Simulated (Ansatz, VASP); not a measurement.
# One calculation of SiC, two programs

The input INCAR:

```
SYSTEM = SiC
PREC = Accurate ; ENCUT = 520
EDIFF = 1E-6 ; ISMEAR = -1
SIGMA = 0.02 ; LREAL = .FALSE.
LASPH = .TRUE. ; NELM = 100
ALGO = Normal ; ISIF = 2
LWAVE = .FALSE. ; LCHARG = .FALSE.
LDIPOL = .TRUE. ; IDIPOL = 3
DIPOL = 0.5 0.5 0.500 ; GGA = PE
NBANDS = 21
```

Contents of KPOINTS:

```
regular mesh
0
G
  8 6 1
  0 0 0
```

Contents of POSCAR:

```
SiC
1.0
    3.0969261021      0.0000000000      0.0000000000
    0.0000000000      4.3797148953      0.0000000000
    0.0000000000      0.0000000000     19.0969000000
Si C
3 3
Direct
    0.2500000000      0.1250000000      0.4189154758
    0.7500000000      0.6250000000      0.5000000000
    0.2500000000      0.1250000000      0.5810845242
    0.7500000000      0.8750000000      0.4189154758
    0.2500000000      0.3750000000      0.5000000000
    0.7500000000      0.8750000000      0.5810845242
```

Input for Ansatz:

```yaml
crystal:
  lattice:
    - [3.0969261021, 0.0, 0.0]
    - [0.0, 4.3797148953, 0.0]
    - [0.0, 0.0, 19.0969]
  atoms:
    - { symbol: Si, position: [0.25, 0.125, 0.4189154758] }
    - { symbol: C, position: [0.75, 0.875, 0.4189154758] }
    - { symbol: Si, position: [0.75, 0.625, 0.5] }
    - { symbol: C, position: [0.25, 0.375, 0.5] }
    - { symbol: Si, position: [0.25, 0.125, 0.5810845242] }
    - { symbol: C, position: [0.75, 0.875, 0.5810845242] }
kpoints:
  mp_grid: { grid: [8, 6, 1] }
scf:
  occupations: { method: fermi_dirac, width: 0.02 }
hamiltonian:
  xc: pbe
  pseudopotentials: { kind: paw }
output:
  forces: true
  stress: true
  eigenvalues: true
  populations: true
efield:
  axis: 3
  amplitude: 0
  dipole_correction: true
```

Alike in both runs: task single point; functional PBE; k mesh 8 × 6 × 1; occupations fermi-dirac, width 0.02 eV; no spin polarisation.

|  | VASP | Ansatz |
| --- | --- | --- |
| version | VASP 6.6.1 | Ansatz 0.2.0 |
| potentials or method | VASP PAW PBE potentials, release 64 (Si, C) | PAW with Ansatz's default frozen-core files, scalar-relativistic |
| plane-wave cutoff (eV) | 520 | 420 |
| valence electrons in the cell | 24 | 24 |

```tsv
	VASP	Ansatz	Ansatz less VASP
rms of the force components (eV/Å)	1.195	1.199	+0.0043
```
